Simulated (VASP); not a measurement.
The system is AlN.

```
Al N
1.0
     3.22380    0.00000    0.00000
    -1.61190    2.79189    0.00000
     0.00000    0.00000    4.41490
Al N
2 2
Direct
  0.33333 0.66667 0.00173
  0.66667 0.33333 0.50173
  0.33333 0.66667 0.38327
  0.66667 0.33333 0.88327
```

- Program: VASP 6.6.1
- Task: relaxation of the atoms
- Functional: PBE
- Potentials or basis: VASP PAW PBE potentials, release 64 (Al, N)
- Cutoff: 520 eV
- k mesh: 9 × 9 × 6
- Occupations: gaussian, width 0.05 eV
- Spin: no spin polarisation

At the start: pressure 21.1 GPa; volume 9.93 Å³/atom.

**Question.** Where does the relaxation end?

**Answer.** Over 5 steps the energy falls by 176.6 meV/atom; space group P6_3mc (No. 186, to 0.05 Å).

Step by step:
| step | energy change (eV) | largest force (eV/Å) | pressure (GPa) |
| --- | --- | --- | --- |
| 1 | 0.0000 | 4.0989 | 21.14 |
| 2 | -0.6115 | 0.3377 | 5.10 |
| 3 | -0.7057 | 0.0603 | 8.02 |
| 4 | -0.7042 | 0.1099 | 7.29 |
| 5 | -0.7062 | 0.0045 | 7.73 |

Final structure:
```yaml
crystal:
  lattice:
    - [3.22380, 0.00000, 0.00000]
    - [-1.61190, 2.79189, 0.00000]
    - [0.00000, 0.00000, 4.41490]
  atoms:
    - { symbol: Al, position: [0.33333, 0.66667, 0.97585] }
    - { symbol: Al, position: [0.66667, 0.33333, 0.47585] }
    - { symbol: N, position: [0.33333, 0.66667, 0.40915] }
    - { symbol: N, position: [0.66667, 0.33333, 0.90915] }
```
